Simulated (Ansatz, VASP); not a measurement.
## HfO2: VASP beside Ansatz

File INCAR:

```
SYSTEM = HfO2
PREC     = Accurate       ! precision mode
ENCUT    = 520            ! plane-wave cutoff, eV
EDIFF    = 1E-7           ! SCF threshold, eV
ISMEAR   = 0              ! smearing method
SIGMA    = 0.05           ! smearing width, eV
LREAL    = .False.        ! projectors in reciprocal space
LASPH    = .True.         ! aspherical terms in the spheres
NELM     = 60             ! most SCF steps
ALGO     = Normal         ! electronic algorithm
ISIF     = 2              ! what is computed and relaxed
LWAVE    = .False.        ! write WAVECAR
LCHARG   = .True.         ! write CHGCAR
GGA      = PS             ! functional
LELF     = .True.         ! ELF
LVHAR    = .True.       
NBANDS   = 18             ! bands
```

File KPOINTS:

```
regular mesh
0
Gamma
  8 8 8
  0 0 0
```

File POSCAR:

```
HfO2
1.0
    0.0000000000      2.5220673956      2.5220673956
    2.5220673956      0.0000000000      2.5220673956
    2.5220673956      2.5220673956      0.0000000000
Hf O
1 2
Direct
   -0.0022035292      0.0022035292      0.0066105877
    0.2622915034      0.2377084966      0.2131254898
    0.7622915034      0.7377084966      0.7131254898
```

Input for Ansatz:

```yaml
crystal:
  lattice:
    - [0.0, 2.5220673956, 2.5220673956]
    - [2.5220673956, 0.0, 2.5220673956]
    - [2.5220673956, 2.5220673956, 0.0]
  atoms:
    - { symbol: Hf, position: [-0.0022035292, 0.0022035292, 0.0066105877] }
    - { symbol: O, position: [0.2622915034, 0.2377084966, 0.2131254898] }
    - { symbol: O, position: [0.7622915034, 0.7377084966, 0.7131254898] }
basis:
  ecutwfc: 520.0
kpoints:
  mp_grid: { grid: [8, 8, 8] }
hamiltonian:
  xc: pbesol
  pseudopotentials: { kind: paw, azcp: { folder: soft_1 } }
scf:
  occupations: { method: gaussian, width: 0.05 }
output:
  forces: true
  stress: true
  eigenvalues: true
```

Change from the starting cell: mode 4 frozen in at -0.124 Å and mode 5 at -0.062 Å (largest displacements).

Alike in both runs: task single point; functional PBEsol; k mesh 8 × 8 × 8; occupations gaussian, width 0.05 eV; no spin polarisation.

|  | VASP | Ansatz |
| --- | --- | --- |
| version | VASP 6.6.1 | Ansatz 0.2.0 |
| potentials or method | VASP PAW PBE potentials, release 64 (Hf_pv, O), cutoff 520 eV | scalar-relativistic, plane waves, PAW |
| valence electrons in the cell | 22 | 38 |

Ansatz gave:

| Property | Result |
| --- | --- |
| gap on the k mesh at the Fermi level (eV) | 3.72 |
| least direct gap on the mesh (eV) | 3.72 |
| pressure (GPa) | 3.1 |
| traceless stress, the component that is largest in VASP (GPa) | 2.11 |
| rms of the force components (eV/Å) | 0.479 |

Q: What did VASP give for the same quantities?

A: gap on the k mesh at the Fermi level (eV): 3.72; least direct gap on the mesh (eV): 3.72; pressure (GPa): -0.6; traceless stress, the component that is largest in VASP (GPa): 2.12; rms of the force components (eV/Å): 0.468.

VASP's potentials were made for PBE, not for PBEsol, and Ansatz warns of the same on its side. Atom by atom the forces differ by 0.012 eV/Å (rms over components). VASP's potentials hold 22 valence electrons a cell and Ansatz's 38, so a difference there can come from the potentials and not from the codes.

Spin-orbit coupling is off throughout.
